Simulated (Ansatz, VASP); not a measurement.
# W: VASP beside Ansatz

POSCAR

```
W
1.0
    0.0000000000      1.7895281572      2.5303928143
    1.7895281572      0.0000000000      2.5303928143
    1.7895281572      1.7895281572      0.0000000000
W
1
Direct
    0.0000000000      0.0000000000      0.0000000000
```

File INCAR.step1:

```
SYSTEM = W
  PREC = Accurate
  ENCUT = 520
  ISMEAR = 0
  SIGMA = 0.15
  LREAL = .False.
  LASPH = .True.
  NELM = 100
  NBANDS = 13
  GGA = PE
  ALGO = Normal
  EDIFF = 1E-4
  LWAVE = .True.
  LCHARG = .False.
```

File INCAR.step2:

```
SYSTEM = W
  PREC = Accurate
  ENCUT = 520
  EDIFF = 1E-7
  ISMEAR = 0
  SIGMA = 0.15
  LREAL = .False.
  LASPH = .True.
  NELM = 100
  ALGO = Normal
  ISIF = 2
  LWAVE = .False.
  LCHARG = .False.
  METAGGA = R2SCAN
  LMIXTAU = .True.
  NBANDS = 13
  ISTART = 1
```

KPOINTS

```
regular mesh
0
Gamma
  28 28 28
  0 0 0
```

Input for Ansatz:

```yaml
crystal:
  lattice:
    - [0.0, 1.7895281572, 2.5303928143]
    - [1.7895281572, 0.0, 2.5303928143]
    - [1.7895281572, 1.7895281572, 0.0]
  atoms:
    - { symbol: W, position: [0.0, 0.0, 0.0] }
basis:
  ecutwfc: 500
kpoints:
  mp_grid: { grid: [28, 28, 28] }
hamiltonian:
  xc: r2scan
scf:
  occupations: { method: gaussian, width: 0.15 }
output:
  forces: true
  stress: true
  eigenvalues: true
```

Alike in both runs: task single point; functional r2SCAN; k mesh 28 × 28 × 28; occupations gaussian, width 0.15 eV; no spin polarisation.

|  | VASP | Ansatz |
| --- | --- | --- |
| version | VASP 6.6.1 | Ansatz 0.2.0 |
| potentials or method | VASP PAW PBE potentials, release 64 (W_sv), cutoff 520 eV | scalar-relativistic, plane waves, PAW |
| valence electrons in the cell | 14 | 14 |

Ansatz gave:

```
gap on the k mesh at the Fermi level (eV)                     : none
pressure (GPa)                                                : 8.9
traceless stress, the component that is largest in VASP (GPa) : -39.07
```

Question: Estimate VASP's values.

Answer: gap on the k mesh at the Fermi level (eV): none; pressure (GPa): 10.6; traceless stress, the component that is largest in VASP (GPa): -39.86.

VASP's potentials were made for PBE, not for r2SCAN. A gap of «none» marks a metal or a gap that the smearing closes.

Neither program's run includes spin-orbit coupling.
